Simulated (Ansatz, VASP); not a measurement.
**One calculation of Sn, two programs**

```
Sn
1.0
    -1.89114    1.89779    1.87320
     1.89711   -1.92154    1.90292
     1.88324    1.91364   -1.89694
Sn
1
Direct
  0.00000 0.00000 0.00000
```

Alike in both runs: task relaxation of cell and atoms; functional PBE; k mesh 10 × 10 × 10; occupations fermi-dirac, width 0.05 eV; no spin polarisation.

```csv
,VASP,Ansatz
version,VASP 6.6.1,Ansatz 0.2.0
potentials or method,"VASP PAW PBE potentials, release 64 (Sn_d)",Ansatz PAW
plane-wave cutoff (eV),600,420
valence electrons in the cell,14,14
```

Ansatz gave:

```
gap on the k mesh at the Fermi level, each at its own relaxed structure (eV) : none
relaxed volume (Å³/atom)                                                     : 27.97
relaxed length of the cell vector where the two differ most in proportion (Å)              : 3.377
```

Problem. Estimate VASP's values.

Solution. gap on the k mesh at the Fermi level, each at its own relaxed structure (eV): none; relaxed volume (Å³/atom): 27.76; relaxed length of the cell vector where the two differ most in proportion (Å): 3.315.

A gap of «none» marks a metal or a gap that the smearing closes.

Noted on Ansatz's run: the plane-wave basis is chosen anew once the cell has moved, so the energies of steps on either side of that aren't comparable.
